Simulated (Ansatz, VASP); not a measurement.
## Two plane-wave programs on NaF

File INCAR:

```
SYSTEM = NaF
ALGO = Normal
EDIFF = 1E-6
ENCUT = 600
GGA = PS
GGA_COMPAT = .False.
ISIF = 2
ISMEAR = 0
LASPH = .True.
LCHARG = .False.
LREAL = .False.
LWAVE = .False.
NBANDS = 14
NELM = 120
PREC = Accurate
SIGMA = 0.01
```

The input KPOINTS:

```
k-points
0
Gamma
  4 4 4
  0 0 0
```

Contents of POSCAR:

```
NaF
1.0
    0.0000000000      2.2972417931      2.2972417931
    2.2972417931      0.0000000000      2.2972417931
    2.2972417931      2.2972417931      0.0000000000
Na F
1 1
Direct
    0.0000000000      0.0000000000      0.0000000000
    0.5000000000      0.5000000000      0.5000000000
```

Input for Ansatz:

```yaml
crystal:
  lattice:
    - [0.0, 2.2972417931, 2.2972417931]
    - [2.2972417931, 0.0, 2.2972417931]
    - [2.2972417931, 2.2972417931, 0.0]
  atoms:
    - { symbol: Na, position: [0.0, 0.0, 0.0] }
    - { symbol: F, position: [0.5, 0.5, 0.5] }
kpoints:
  mp_grid: { grid: [4, 4, 4] }
hamiltonian:
  xc: pbesol
scf:
  occupations: { method: fixed }
output:
  optics:
    e_range: [2, 10]
    de: 0.05
    sigma: 0.4
    scissors: 2.5
    scheme: gaussian
    bands: auto
```

Alike in both runs: task single point; functional PBEsol; k mesh 4 × 4 × 4; no spin polarisation.

|  | VASP | Ansatz |
| --- | --- | --- |
| version | VASP 6.6.1 | Ansatz 0.2.0 |
| potentials or method | VASP PAW PBE potentials, release 64 (Na_pv, F) | plane waves, PAW |
| plane-wave cutoff (eV) | 600 | 420 |
| occupations | gaussian, width 0.01 eV | fixed |
| valence electrons in the cell | 14 | 16 |

Ansatz gave:

```
gap on the k mesh at the Fermi level (eV) : 6.32
```

Q: Which values does VASP return?

A: gap on the k mesh at the Fermi level (eV): 6.30.

VASP's potentials were made for PBE, not for PBEsol. VASP's potentials hold 14 valence electrons a cell and Ansatz's 16, so a difference there can come from the potentials and not from the codes.

The k mesh is coarse, so the values compare programs but aren't converged.
